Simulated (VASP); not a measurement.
# TiC in VASP: single point with PBE

Aim: the single point of TiC with PBE.

Everything below comes from runs of VASP 6.6.1. Logs are shortened: lines on timing, memory, paths and dates and some standing lists are left out, and cuts for length are marked.

## 1. The cell of the first run

The cell holds a wire or tube with vacuum around it, 20 atoms: a = 14.300 Å, b = 12.400 Å, c = 7.505 Å, α = 90.00°, β = 90.00°, γ = 90.00°.

## 2. Single point, PBE

INCAR

```
SYSTEM = TiC
PREC     = Accurate       ! precision mode
ENCUT    = 520            ! plane-wave cutoff, eV
EDIFF    = 1E-6           ! SCF threshold, eV
ISMEAR   = 0              ! smearing method
SIGMA    = 0.05           ! smearing width, eV
LREAL    = Auto         
LASPH    = .True.         ! aspherical terms in the spheres
NELM     = 60             ! most SCF steps
ALGO     = Normal         ! electronic algorithm
ISIF     = 2              ! what is computed and relaxed
LWAVE    = .False.        ! write WAVECAR
LCHARG   = .False.        ! write CHGCAR
GGA      = PE             ! functional
NBANDS   = 96             ! bands
```

KPOINTS

```
Automatic mesh
0
Gamma
  1 1 7
  0 0 0
```

POSCAR

```
TiC
1.0
   14.3000000000      0.0000000000      0.0000000000
    0.0000000000     12.4000000000      0.0000000000
    0.0000000000      0.0000000000      7.5046669291
Ti C
10 10
Direct
    0.5618484951      0.5000000000      0.0000000000
    0.3144545148      0.5000000000      0.6666666667
    0.4381515049      0.5000000000      0.3333333333
    0.6855454852      0.5000000000      0.6666666667
    0.3763030099      0.3764609901      0.0000000000
    0.6236969901      0.3764609901      0.3333333333
    0.5000000000      0.6235390099      0.6666666667
    0.3763030099      0.6235390099      0.0000000000
    0.6236969901      0.6235390099      0.3333333333
    0.5000000000      0.3764609901      0.6666666667
    0.6855454852      0.5000000000      0.1666666667
    0.4381515049      0.5000000000      0.8333333333
    0.3144545148      0.5000000000      0.1666666667
    0.5618484951      0.5000000000      0.5000000000
    0.5000000000      0.3764609901      0.1666666667
    0.3763030099      0.6235390099      0.5000000000
    0.6236969901      0.6235390099      0.8333333333
    0.5000000000      0.6235390099      0.1666666667
    0.3763030099      0.3764609901      0.5000000000
    0.6236969901      0.3764609901      0.8333333333
```

Potentials or basis: VASP PAW PBE potentials, release 64 (Ti_sv, C).

Launch:

```sh
> cat potpaw_PBE.64/Ti_sv/POTCAR potpaw_PBE.64/C/POTCAR > POTCAR
> mpirun -np 1 vasp_std > vasp.out
```

OUTCAR:

```text
SYSTEM = TiC
   PREC = Accurate
   ENCUT = 520
   EDIFF = 1E-6
   ISMEAR = 0
   LREAL = Auto
   LASPH = .True.
   NELM = 60
   ISIF = 2
   GGA = PE

 ion  position               nearest neighbor table
   1  0.562  0.500  0.000-  11 2.17  17 2.17  20 2.17  18 2.17  15 2.17  12 2.17
   2  0.314  0.500  0.667-  12 2.17  16 2.17  19 2.17
   3  0.438  0.500  0.333-  13 2.17  16 2.17  19 2.17  18 2.17  15 2.17  14 2.17
   4  0.686  0.500  0.667-  14 2.17  17 2.17  20 2.17
   5  0.376  0.376  0.000-  15 2.17  12 2.17  13 2.17
   6  0.624  0.376  0.333-  15 2.17  14 2.17  11 2.17
   7  0.500  0.624  0.667-  17 2.17  16 2.17  12 2.17  14 2.17
   8  0.376  0.624  0.000-  18 2.17  12 2.17  13 2.17
   9  0.624  0.624  0.333-  18 2.17  14 2.17  11 2.17
  10  0.500  0.376  0.667-  20 2.17  19 2.17  12 2.17  14 2.17
  11  0.686  0.500  0.167-   1 2.17   6 2.17   9 2.17
  12  0.438  0.500  0.833-   2 2.17   5 2.17   8 2.17   7 2.17  10 2.17   1 2.17
  13  0.314  0.500  0.167-   3 2.17   5 2.17   8 2.17
  14  0.562  0.500  0.500-   4 2.17   6 2.17   9 2.17   7 2.17  10 2.17   3 2.17
  15  0.500  0.376  0.167-   6 2.17   5 2.17   3 2.17   1 2.17
  16  0.376  0.624  0.500-   7 2.17   3 2.17   2 2.17
  17  0.624  0.624  0.833-   7 2.17   1 2.17   4 2.17
  18  0.500  0.624  0.167-   9 2.17   8 2.17   3 2.17   1 2.17
  19  0.376  0.376  0.500-  10 2.17   3 2.17   2 2.17
  20  0.624  0.376  0.833-  10 2.17   1 2.17   4 2.17

  LATTYP: Found a simple orthorhombic cell.
 ALAT       =     7.5046669291
 B/A-ratio  =     1.6523051745
 C/A-ratio  =     1.9054809674

  Lattice vectors:

 A1 = (   0.0000000000,   0.0000000000,  -7.5046669291)
 A2 = (   0.0000000000,  12.4000000000,   0.0000000000)
 A3 = (  14.3000000000,   0.0000000000,   0.0000000000)

Analysis of symmetry for initial positions (statically):
=====================================================================
 Subroutine PRICEL returns:
 Original cell was already a primitive cell.

 Routine SETGRP: Setting up the symmetry group for a
 simple orthorhombic supercell.

 Subroutine GETGRP returns: Found  4 space group operations
 (whereof  2 operations were pure point group operations)
 out of a pool of  8 trial point group operations.

The static configuration has the point symmetry C_1h.
 The point group associated with its full space group is C_2h.

Analysis of symmetry for dynamics (positions and initial velocities):
=====================================================================
 Subroutine PRICEL returns:
 Original cell was already a primitive cell.

 Routine SETGRP: Setting up the symmetry group for a
 simple orthorhombic supercell.

 Subroutine GETGRP returns: Found  4 space group operations
 (whereof  2 operations were pure point group operations)
 out of a pool of  8 trial point group operations.

The dynamic configuration has the point symmetry C_1h.
 The point group associated with its full space group is C_2h.

 Subroutine INISYM returns: Found  4 space group operations
 (whereof  2 operations are pure point group operations),
 and found     1 'primitive' translations

----------------------------------------------------------------------------------------

                                     Primitive cell

  volume of cell :    1330.7275

  direct lattice vectors                    reciprocal lattice vectors
    14.300000000  0.000000000  0.000000000     0.069930070  0.000000000  0.000000000
     0.000000000 12.400000000  0.000000000     0.000000000  0.080645161  0.000000000
     0.000000000  0.000000000  7.504666929     0.000000000  0.000000000  0.133250417

  length of vectors
    14.300000000 12.400000000  7.504666929     0.069930070  0.080645161  0.133250417

  position of ions in fractional coordinates (direct lattice)
     0.561848495  0.500000000  0.000000000
     0.314454515  0.500000000  0.666666667
     0.438151505  0.500000000  0.333333333
     0.685545485  0.500000000  0.666666667
     0.376303010  0.376460990  0.000000000
     0.623696990  0.376460990  0.333333333
[... 12 lines left out ...]
     0.376303010  0.376460990  0.500000000
     0.623696990  0.376460990  0.833333333

  ion indices of the primitive-cell ions
   primitive index   ion index
                 1           1
                 2           2
                 3           3
                 4           4
                 5           5
                 6           6
[... 12 lines left out ...]
                19          19
                20          20

----------------------------------------------------------------------------------------

 KPOINTS: Automatic mesh

Automatic generation of k-mesh.
 Grid dimensions read from file:
 generate k-points for:    1    1    7

 Generating k-lattice:

  Cartesian coordinates                     Fractional coordinates (reciprocal lattice)
     0.069930070  0.000000000  0.000000000     1.000000000  0.000000000  0.000000000
     0.000000000  0.080645161  0.000000000     0.000000000  1.000000000  0.000000000
     0.000000000  0.000000000  0.019035774     0.000000000  0.000000000  0.142857143

  Length of vectors
     0.069930070  0.080645161  0.019035774

  Shift w.r.t. Gamma in fractional coordinates (k-lattice)
     0.000000000  0.000000000  0.000000000

 Subroutine IBZKPT returns following result:
 ===========================================

 Found      4 irreducible k-points:

 Following reciprocal coordinates:
            Coordinates               Weight
  0.000000  0.000000  0.000000      1.000000
  0.000000  0.000000  0.142857      2.000000
  0.000000  0.000000  0.285714      2.000000
  0.000000  0.000000  0.428571      2.000000
   k-points           NKPTS =      4   k-points in BZ     NKDIM =      4   number of bands    NBANDS=     96
   number of dos      NEDOS =    301   number of ions     NIONS =     20
   total plane-waves  NPLWV = 580608
   dimension x,y,z NGX =   108 NGY =   96 NGZ =   56
   dimension x,y,z NGXF=   216 NGYF=  192 NGZF=  112
   ions per type =              10  10
   NGX,Y,Z   is equivalent  to a cutoff of  12.56, 12.87, 12.41 a.u.
   NGXF,Y,Z  is equivalent  to a cutoff of  25.11, 25.74, 24.81 a.u.
 SYSTEM =  TiC
   PREC   = accura    normal or accurate (medium, high low for compatibility)
   ISTART =      0    job   : 0-new  1-cont  2-samecut
   ICHARG =      2    charge: 1-file 2-atom 10-const
   ISPIN  =      1    spin polarized calculation?
   LNONCOLLINEAR =      F non collinear calculations
   LSORBIT =      F    spin-orbit coupling
   LASPH  =      T    aspherical Exc in radial PAW
   ENCUT  =  520.0 eV  38.22 Ry    6.18 a.u.  26.59 23.06 13.95*2*pi/ulx,y,z
   NELM   =     60;   NELMIN=  2; NELMDL= -5     # of ELM steps
   EDIFF  = 0.1E-05   stopping-criterion for ELM
   LREAL  =      T    real-space projection
   EDIFFG = 0.1E-04   stopping-criterion for IOM
   NSW    =      0    number of steps for IOM
   IBRION =     -1    ionic relax: 0-MD 1-quasi-New 2-CG
   NFREE  =      0    steps in history (QN), initial steepest desc. (CG)
   ISIF   =      2    stress and relaxation
   ISYM   =      2    0-nonsym 1-usesym 2-fastsym
   POTIM  = 0.5000    time-step for ionic-motion
   TEBEG  =    0.0;   TEEND  =   0.0 temperature during run
   PSTRESS=    0.0 pullay stress
   NELECT =     160.0000    total number of electrons
   NUPDOWN=      -1.0000    fix difference up-down
   EMIN   =  10.00;   EMAX   =-10.00  energy-range for DOS
   EFERMI =   0.00;   METHOD = LEGACY
   ISMEAR =     0;   SIGMA  =   0.05  broadening in eV -4-tet -1-fermi 0-gaus
   EFERMI_NEDOS =   21; number of points for ismear=-14 and -15
   IALGO  =     38    algorithm
   IMIX   =      4    mixing-type and parameters
     AMIX     =   0.40;   BMIX     =  1.00
     AMIX_MAG =   1.60;   BMIX_MAG =  1.00
  volume/ion in A,a.u.               =      66.54       449.01
  Fermi-wavevector in a.u.,A,eV,Ry     =   0.808013  1.526924  8.883044  0.652885
  Thomas-Fermi vector in A             =   1.916740
   LORBIT       =      0    0 simple, 1 ext, 2 COOP (PROOUT), +10 PAW based schemes
   GGA     = PE    functional components
   LHFCALC =     F    Hartree Fock is set to
   AEXX    =    0.0000 exact exchange contribution
   IVDW    =     0    specifies the selected vdW correction
   LEPSILON=     F    determine dielectric tensor
   LRPA    =     F    only Hartree local field effects (RPA)
 non-spin polarized calculation
 Gauss-broadening in eV      SIGMA  =   0.05
  energy-cutoff  :      520.00
  volume of cell :     1330.73
 maximum number of plane-waves:     35872
 NGX is ok and might be reduce to   108
   NGX = 53   NGY = 47   NGZ = 27

 number of electron     159.9999997 magnetization

 Free energy of the ion-electron system (eV)
  ---------------------------------------------------
  ext. energy  EPLUGINS =         0.00000000
  ---------------------------------------------------
  free energy    TOTEN  =      -151.40246546 eV

  energy without entropy =     -151.35461663  energy(sigma->0) =     -151.37854104

 E-fermi :  -1.6148     XC(G=0):  -3.4284

 val. band max:       -1.6152979891   @ k =   0.0000   0.0000   0.2857
 cond. band min:      -1.5936391508   @ k =   0.0000   0.0000   0.4286
 fundamental gap:      0.0216588382
 Fermi energy:        -1.6147980800

 k-point     1 :       0.0000    0.0000    0.0000
  band No.  band energies     occupation
      1     -58.7461      2.00000
      2     -58.7455      2.00000
      3     -58.7342      2.00000
      4     -58.7340      2.00000
      5     -58.4683      2.00000
      6     -58.4664      2.00000
[... 84 lines left out ...]
     91      -0.4011      0.00000
     92      -0.3772      0.00000

 k-point     2 :       0.0000    0.0000    0.1429
  band No.  band energies     occupation
      1     -58.7460      2.00000
      2     -58.7456      2.00000
      3     -58.7342      2.00000
      4     -58.7340      2.00000
      5     -58.4683      2.00000
      6     -58.4664      2.00000
[... 84 lines left out ...]
     91      -0.4479      0.00000
     92      -0.4047      0.00000

 k-point     3 :       0.0000    0.0000    0.2857
  band No.  band energies     occupation
      1     -58.7460      2.00000
      2     -58.7456      2.00000
      3     -58.7342      2.00000
      4     -58.7340      2.00000
      5     -58.4683      2.00000
      6     -58.4664      2.00000
[... 84 lines left out ...]
     91      -0.4576      0.00000
     92      -0.4006      0.00000

 k-point     4 :       0.0000    0.0000    0.4286
  band No.  band energies     occupation
      1     -58.7459      2.00000
      2     -58.7457      2.00000
      3     -58.7342      2.00000
      4     -58.7341      2.00000
      5     -58.4683      2.00000
      6     -58.4664      2.00000
[... 84 lines left out ...]
     91      -0.4359      0.00000
     92      -0.3626      0.00000
 [bands above 92 left out]

------------------------ aborting loop because EDIFF is reached ----------------------------------------

  FORCE on cell =-STRESS in cart. coord.  units (eV):
  Direction    XX          YY          ZZ          XY          YZ          ZX
  --------------------------------------------------------------------------------------
  -------------------------------------------------------------------------------------
  Total      -33.7561943    -31.2361161    -30.8296671      0.0000000      0.0000000     -4.6147633
  in kB      -40.6419854    -37.6078466    -37.1184876      0.0000000      0.0000000     -5.5561104
  external PRESSURE =     -38.4561065 kB  Pullay stress =       0.0000000 kB

 VOLUME and BASIS-vectors are now :
 -----------------------------------------------------------------------------
  energy-cutoff  :      520.00
  volume of cell :     1330.73
      direct lattice vectors                 reciprocal lattice vectors
    14.300000000  0.000000000  0.000000000     0.069930070  0.000000000  0.000000000
     0.000000000 12.400000000  0.000000000     0.000000000  0.080645161  0.000000000
     0.000000000  0.000000000  7.504666929     0.000000000  0.000000000  0.133250417

 POSITION                                       TOTAL-FORCE (eV/Angst)
 -----------------------------------------------------------------------------------
      8.03443      6.20000      0.00000         1.505928      0.000000     -0.247214
      4.49670      6.20000      5.00311         3.046991      0.000000     -2.619160
      6.26557      6.20000      2.50156        -1.505928      0.000000      0.247214
      9.80330      6.20000      5.00311        -3.046991      0.000000      2.619160
      5.38113      4.66812      0.00000         1.406555      2.944919      2.284236
      8.91887      4.66812      2.50156        -1.406555      2.944919     -2.284236
[... 12 lines left out ...]
      5.38113      4.66812      3.75233         0.298563      1.551302      2.659731
      8.91887      4.66812      6.25389        -0.298563      1.551302     -2.659731
 -----------------------------------------------------------------------------------
    total drift:                                0.000073     -0.000000      0.000003

  FREE ENERGIE OF THE ION-ELECTRON SYSTEM (eV)
  ---------------------------------------------------
  free  energy   TOTEN  =      -151.4024654612 eV

  energy  without entropy=     -151.3546166252  energy(sigma->0) =     -151.37854104
```

Run time: 45 min. Hardware: 1 thread of Intel Xeon 8259CL, shared host; peak memory 1.1 GiB.

Results:

```
Free energy            : -151.4025 eV
Largest force          : 4.018 eV/Å
Band gap on the k mesh : zero (bands 80 and 81 overlap by 0.03 eV)
```

Forces in eV/Å, atoms in the order of the input:
```
Ti   1.506  0.000 -0.247
Ti   3.047  0.000 -2.619
Ti  -1.506  0.000  0.247
Ti  -3.047  0.000  2.619
Ti   1.407  2.945  2.284
Ti  -1.407  2.945 -2.284
Ti   0.000 -1.297  0.000
Ti   1.407 -2.945  2.284
Ti  -1.407 -2.945 -2.284
Ti   0.000  1.297  0.000
C   -1.904  0.000  3.167
C   -1.182  0.000 -0.023
C    1.904  0.000 -3.167
C    1.182  0.000  0.023
C    0.000 -0.128  0.000
C    0.299 -1.551  2.660
C   -0.299 -1.551 -2.660
C    0.000  0.128  0.000
C    0.299  1.551  2.660
C   -0.299  1.551 -2.660
```

The gap in the log of VASP goes by the Fermi energy; the results here count the filled bands.